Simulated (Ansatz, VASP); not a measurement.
**One calculation of TiB2, two programs**

Contents of INCAR:

```
SYSTEM = TiB2
ALGO = Normal
EDIFF = 1E-8
ENCUT = 520
GGA = PE
ISIF = 2
ISMEAR = -1
LASPH = .TRUE.
LCHARG = .FALSE.
LEFG = .TRUE.
LREAL = .FALSE.
LWAVE = .FALSE.
NBANDS = 16
NELM = 60
PREC = Accurate
SIGMA = 0.08
```

The input KPOINTS:

```
k-points
0
G
  15 15 13
  0 0 0
```

File POSCAR:

```
TiB2
1.0
    3.0492597015      0.0000000000      0.0000000000
   -1.5246298507      2.6407363642      0.0000000000
    0.0000000000      0.0000000000      3.2497807555
Ti B
1 2
Direct
    0.0000000000      0.0000000000      0.0000000000
    0.3333333333      0.6666666667      0.5000000000
    0.6666666667      0.3333333333      0.5000000000
```

Input for Ansatz:

```yaml
crystal:
  lattice:
    - [3.0492597015, 0.0, 0.0]
    - [-1.5246298507, 2.6407363642, 0.0]
    - [0.0, 0.0, 3.2497807555]
  atoms:
    - { symbol: Ti, position: [0.0, 0.0, 0.0] }
    - { symbol: B, position: [0.3333333333, 0.6666666667, 0.5] }
    - { symbol: B, position: [0.6666666667, 0.3333333333, 0.5] }
kpoints:
  mp_grid: { grid: [15, 15, 13] }
scf:
  occupations: { method: fermi_dirac, width: 0.08 }
hamiltonian:
  xc: pbe
  pseudopotentials: { kind: all_electron, datasets: crystal }
output:
  forces: true
  stress: true
  eigenvalues: true
  efg: { contact_densities: true }
```

Change from the starting cell: volume scaled by 1.02, crystal datasets.

Alike in both runs: task electric field gradients; functional PBE; k mesh 15 × 15 × 13; occupations fermi-dirac, width 0.08 eV; no spin polarisation.

```csv
,VASP,Ansatz
version,VASP 6.6.1,Ansatz 0.2.0
potentials or method,"VASP PAW PBE potentials, release 64 (Ti_sv, B), cutoff 520 eV","all-electron PAW with datasets made for the crystal, scalar-relativistic"
```

|  | VASP | Ansatz | Ansatz less VASP |
| --- | --- | --- | --- |
| pressure (GPa) | -4.5 | -4.6 | -0.16 |
| traceless stress, the component that is largest in VASP (GPa) | 0.06 | 0.08 | +0.018 |
| size of Vzz on the site where it differs most (V/Å²) | 17.8 | 20.6 | +2.85 |

Ansatz ran all-electron here, and VASP with PAW potentials.
